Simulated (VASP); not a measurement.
Crystal: SnTe.

```
Te Sn
1.0
     0.00000    3.21265    3.21265
     3.21265    0.00000    3.21265
     3.21265    3.21265    0.00000
Te Sn
1 1
Direct
  0.50000 0.50000 0.50000
  0.00000 0.00000 0.00000
```

Base run:

```yaml
Program: VASP 6.6.1
Functional: SVWN5
Potentials_or_basis: VASP PAW PBE potentials, release 64 (Te, Sn_d)
Cutoff: 520 eV
k_mesh: 7 × 7 × 7
Occupations: fermi-dirac, width 0.05 eV
Spin: no spin polarisation
```

Its results: pressure -3.8 GPa.

Question: After a change of settings the same cell gave: pressure 0.9 GPa. Which change was it?
A. functional from SVWN5 to LDA; potentials or basis from VASP PAW PBE potentials, release 64 (Te, Sn_d) to VASP PAW LDA potentials, release 64 (Te, Sn_d)
B. functional from SVWN5 to RPBE
C. functional from SVWN5 to PBEsol; dispersion from none to D3(BJ)
D. functional from SVWN5 to RPBE; dispersion from none to D4

Answer: B.

RPBE binds less tightly than SVWN5, so the same cell stands under more pressure.

Caveats: the PAW data sets were made with another functional, which shifts forces and pressure a little.
